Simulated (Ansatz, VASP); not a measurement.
# One calculation of SiC, two programs

```
Si C
1.0
     1.26829   -5.84803    0.00000
     1.26829    5.84803    0.00000
     0.00000    0.00000    3.05712
Si C
2 2
Direct
  0.10504 0.89496 0.50000
  0.89496 0.10504 0.50000
  0.21700 0.78300 0.00000
  0.78300 0.21700 0.00000
```

Alike in both runs: functional PBE; k mesh 6 × 6 × 6; occupations gaussian, width 0.1 eV; no spin polarisation.

Ansatz relaxed the structure, and its values are those at the end. VASP's run is a single point on that final structure, the one shown.

|  | VASP | Ansatz |
| --- | --- | --- |
| version | VASP 6.6.1 | Ansatz 0.2.0 |
| potentials or method | VASP PAW PBE potentials, release 64 (Si, C), cutoff 520 eV | scalar-relativistic, plane waves, PAW |
| valence electrons in the cell | 16 | 16 |

VASP gave:

- gap on the k mesh at the Fermi level (eV): none
- pressure (GPa): 0.1
- rms of the force components (eV/Å): 0.028

**Question.** Estimate Ansatz's values.

**Answer.** gap on the k mesh at the Fermi level (eV): none; pressure (GPa): 0.0; rms of the force components (eV/Å): 0.015.

A gap of «none» marks a metal or a gap that the smearing closes.

The k mesh is coarse, so the values compare programs but aren't converged.
